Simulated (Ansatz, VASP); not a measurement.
Two plane-wave programs on Cd2BiO2

File INCAR:

```
  ALGO = Fast
  EDIFF = 1E-7
  EDIFFG = -0.04
  ENCUT = 600
  GGA = PE
  IBRION = 2
  ISIF = 3
  ISMEAR = 0
  LASPH = True
  LCHARG = False
  LREAL = False
  LWAVE = False
  NELM = 60
  NSW = 90
  PREC = Accurate
  SIGMA = 0.1
```

KPOINTS

```
k-points
0
Gamma
  6 6 4
```

File POSCAR:

```
Cd2BiO2
1.0
    4.5195347949      0.0000000000      0.0000000000
   -2.2597673974      3.9140319457      0.0000000000
    0.0000000000      0.0000000000      6.1398668211
Cd Bi O
2 1 2
Direct
    0.6666666667      0.3333333333      0.5000000000
    0.3333333333      0.6666666667      0.0000000000
    0.6666666667      0.3333333333      0.0000000000
    0.0000000000      0.0000000000      0.7497361800
    0.0000000000      0.0000000000      0.2502638200
```

Input for Ansatz:

```yaml
crystal:
  lattice:
    - [4.5195347949, 0.0, 0.0]
    - [-2.2597673974, 3.9140319457, 0.0]
    - [0.0, 0.0, 6.1398668211]
  atoms:
    - { symbol: Cd, position: [0.6666666667, 0.3333333333, 0.5] }
    - { symbol: Cd, position: [0.3333333333, 0.6666666667, 0.0] }
    - { symbol: Bi, position: [0.6666666667, 0.3333333333, 0.0] }
    - { symbol: O, position: [0.0, 0.0, 0.74973618] }
    - { symbol: O, position: [0.0, 0.0, 0.25026382] }
basis:
  ecutwfc: 420
kpoints:
  mp_grid: { grid: [6, 6, 4] }
hamiltonian:
  xc: pbe
scf:
  occupations: { method: gaussian, width: 0.1 }
  lower_state_search: "off"
output:
  forces: true
  stress: true
  eigenvalues: true
relax:
  adjacent_minimum: "off"
  f_tol: 0.04
  max_steps: 70
  cell: { stress_tol: 0.4 }
```

Change from the starting cell: species swapped into the Sr2ZnAs2 type (P-6m2, No. 187).

Alike in both runs: task relaxation of cell and atoms; functional PBE; k mesh 6 × 6 × 4; occupations gaussian, width 0.1 eV; no spin polarisation.

|  | VASP | Ansatz |
| --- | --- | --- |
| version | VASP 6.6.1 | Ansatz 0.2.0 |
| potentials or method | VASP PAW PBE potentials, release 64 (Cd, Bi_d, O), cutoff 600 eV | scalar-relativistic, plane waves, PAW |
| valence electrons in the cell | 51 | 67 |

```csv
,VASP,Ansatz,Ansatz less VASP
"gap on the k mesh at the Fermi level, each at its own relaxed structure (eV)",none,none,-
relaxed volume (Å³/atom),21.79,21.76,-0.031
relaxed length of the cell vector where the two differ most in proportion (Å),6.104,6.096,-0.0077
```

A gap of «none» marks a metal or a gap that the smearing closes. VASP's potentials hold 51 valence electrons a cell and Ansatz's 67, so a difference there can come from the potentials and not from the codes.

Neither program's run includes spin-orbit coupling.
